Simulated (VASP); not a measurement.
NaH: single point with r2SCAN

Crystal: NaH.

```xyz
2
Lattice="0.0000 2.2818 2.3279 2.2818 0.0000 2.3279 2.2818 2.2818 0.0000" Properties=species:S:1:pos:R:3 pbc="T T T"
Na    0.0000    0.0000    0.0000
H     2.2818    2.2818    2.3279
```

This cell differs from its parent crystal: volume 12.120 Å^3 an atom, c/a of the conventional cell 1.0202.

- Program: VASP 6.6.1
- Task: single point
- Functional: r2SCAN
- Potentials or basis: VASP PAW PBE potentials, release 64 (Na_pv, H)
- Cutoff: 520 eV
- k mesh: 10 × 10 × 10
- Occupations: fermi-dirac, width 0.2 eV
- Spin: no spin polarisation
- Dipole correction: no
- Further INCAR settings: ALGO = Normal; EDIFF = 1e-06; NBANDS = 11

```
Pressure               : 3.6 GPa
Band gap on the k mesh : 4.66 eV, indirect (least direct gap 5.55 eV)
```

Stress tensor (GPa, compression positive):
```
4.06 0.00 0.00
0.00 4.06 0.00
0.00 0.00 2.79
```

Levels at points of the mesh, in eV from the valence-band top:
```
           k point  band 2  band 3  band 4  band 5  band 6  band 7
(0.00, 0.00, 0.00)  -22.63  -22.63   -3.98   12.91   17.46   17.58
(0.50, 0.00, 0.00)  -22.65  -22.64   -0.89    4.66   12.83   14.73
(0.50, 0.50, 0.00)  -22.67  -22.67   -0.27    5.37   11.45   12.62
(0.50, 0.00, 0.50)  -22.68  -22.68   -0.17    5.65   11.23   12.33
```

Run time: 57 s on 1 thread of Intel(R) Xeon(R) Platinum 8259CL CPU @ 2.50GHz (Skylake/Cascade Lake), on a shared host, peak memory 0.15 GiB.

Caveat: the PAW data sets were made with another functional, which shifts forces and pressure a little. A k mesh can miss the band edges.
